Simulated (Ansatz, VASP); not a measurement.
**AlNi: VASP beside Ansatz**

```xyz
2
Lattice="2.1338 -2.1339 0.0000 2.1338 2.1339 0.0000 0.0000 0.0000 2.5748" Properties=species:S:1:pos:R:3 pbc="T T T"
Al    0.0000    0.0000    0.0000
Ni    2.1338    0.0000    1.2874
```

Alike in both runs: task single point; functional PBEsol; k mesh 24 × 24 × 24; occupations gaussian, width 0.15 eV; no spin polarisation.

```csv
,VASP,Ansatz
version,VASP 6.6.1,Ansatz 0.2.0
potentials or method,"VASP PAW PBE potentials, release 64 (Al, Ni), cutoff 520 eV","scalar-relativistic, plane waves, PAW"
valence electrons in the cell,13,21
```

|  | VASP | Ansatz | Ansatz less VASP |
| --- | --- | --- | --- |
| gap on the k mesh at the Fermi level (eV) | none | none | - |
| pressure (GPa) | 2.2 | 2.1 | -0.13 |
| traceless stress, the component that is largest in VASP (GPa) | 14.31 | 14.10 | -0.203 |

VASP's potentials were made for PBE, not for PBEsol. A gap of «none» marks a metal or a gap that the smearing closes. VASP's potentials hold 13 valence electrons a cell and Ansatz's 21, so a difference there can come from the potentials and not from the codes. Ansatz's warnings: near symmetry operations not taken.
